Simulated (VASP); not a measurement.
Crystal: NbSi.

```xyz
2
Lattice="0.0000 2.5738 2.5738 2.5738 0.0000 2.5738 2.5738 2.5738 0.0000" Properties=species:S:1:pos:R:3 pbc="T T T"
Nb    0.0000    0.0000    0.0000
Si    2.5738    2.5738    2.5738
```

Base run:

```yaml
Program: VASP 6.6.1
Functional: PBEsol
Dispersion: D3(BJ)
Potentials_or_basis: VASP PAW PBE potentials, release 64 (Nb_sv, Si)
Cutoff: 520 eV
k_mesh: 9 × 9 × 9
Occupations: fermi-dirac, width 0.05 eV
Spin: no spin polarisation
```

Its results: band gap on the k mesh zero (an odd number of electrons rules out a gap without spin polarisation); pressure -9.6 GPa.

Q: The run is repeated on the same cell with these changes: dispersion from D3(BJ) to none; cutoff from 520 eV to 500 eV. What comes out?

A: Band gap on the k mesh zero (an odd number of electrons rules out a gap without spin polarisation); pressure -4.4 GPa.

Caveats: the cell stands under tension; the PAW data sets were made with another functional, which shifts forces and pressure a little; three body term missing (at least some runs).
